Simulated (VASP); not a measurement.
Wanted: the native input for a VASP 6.6.1 run.

```
Task                   : single point
Functional             : PBE
Potentials or basis    : VASP PAW PBE potentials, release 64 (Ba_sv, Cu_sv_GW)
Cutoff                 : 820 eV
k mesh                 : 4 × 4 × 4
Occupations            : gaussian, width 0.1 eV
Spin                   : no spin polarisation
Dipole correction      : no
Further INCAR settings : ALGO = Normal; EDIFF = 1e-06; NBANDS = 42
```

The structure of BaCu3 lies in POSCAR:

```
BaCu3
1.0
    4.2035369719      0.0000000000      0.0000000000
    0.0000000000      4.2035369719      0.0000000000
    0.0000000000      0.0000000000      4.2035369719
Ba Cu
1 3
Direct
    0.0000000000      0.0000000000      0.0000000000
    0.0000000000      0.5000000000      0.5000000000
    0.5000000000      0.0000000000      0.5000000000
    0.5000000000      0.5000000000      0.0000000000
```

These files were run (other wordings do the same):

INCAR

```
SYSTEM = BaCu3
  PREC = Accurate
  ENCUT = 820
  EDIFF = 1E-6
  ISMEAR = 0
  SIGMA = 0.1
  LREAL = .FALSE.
  LASPH = .TRUE.
  NELM = 120
  ALGO = Normal
  ISIF = 2
  LWAVE = .FALSE.
  LCHARG = .TRUE.
  GGA = PE
  LELF = .TRUE.
  LVHAR = .TRUE.
  NBANDS = 42
  GGA_COMPAT = .FALSE.
```

KPOINTS

```
Automatic mesh
0
G
  4 4 4
  0 0 0
```

Potentials or basis: VASP PAW PBE potentials, release 64 (Ba_sv, Cu_sv_GW).

The run is started by

```sh
$ cat potpaw_PBE.64/Ba_sv/POTCAR potpaw_PBE.64/Cu_sv_GW/POTCAR > POTCAR
$ mpirun -np 1 vasp_std > vasp.out
```

Results of the run:

| Quantity | Value |
| --- | --- |
| Pressure | 7.9 GPa |
| Band gap on the k mesh | zero (an odd number of electrons rules out a gap without spin polarisation) |

Caveat: the k points lie up to 0.37 Å⁻¹ apart, too coarse for converged energies and pressures of a metal; spin-orbit coupling is left out, which moves the levels of the heavy elements.

Run time: 56 s on 1 thread of Intel(R) Xeon(R) Platinum 8488C (Sapphire Rapids) (shared host), peak memory 0.28 GiB.
